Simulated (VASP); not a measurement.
Wanted: the native input for a VASP 6.6.1 run.

```yaml
Task: single point
Functional: PBE
Potentials_or_basis: VASP PAW PBE potentials, release 64 (Ir)
Cutoff: 500 eV
k_mesh: 12 × 12 × 12
Occupations: fermi-dirac, width 0.05 eV
Spin: no spin polarisation
Dipole_correction: no
Further_INCAR_settings: ALGO = Normal; EDIFF = 1e-06; NBANDS = 10
```

The structure of Ir lies in POSCAR:

```
Ir
1.0
    0.0000000000      1.9257627249      1.9257627249
    1.9257627249      0.0000000000      1.9257627249
    1.9257627249      1.9257627249      0.0000000000
Ir
1
Direct
    0.0000000000      0.0000000000      0.0000000000
```

One way to write it, as run:

INCAR

```
  PREC = Accurate
  ENCUT = 500
  EDIFF = 1E-6
  ISMEAR = -1
  SIGMA = 0.05
  LREAL = False
  LASPH = True
  NELM = 120
  ALGO = Normal
  ISIF = 2
  LWAVE = False
  LCHARG = False
  GGA = PE
  NBANDS = 10
  GGA_COMPAT = False
```

KPOINTS

```
Automatic mesh
0
Gamma
  12 12 12
```

Potentials or basis: VASP PAW PBE potentials, release 64 (Ir).

Run with:

```sh
$ cat potpaw_PBE.64/Ir/POTCAR > POTCAR
$ mpirun -np 1 vasp_std > vasp.out
```

It gave:

```yaml
Pressure: 5.5 GPa
```

Wall time 5.5 s on 1 thread of AMD EPYC 9R45 96-Core Processor (Zen 5), on a shared host, peak memory 0.1 GiB.
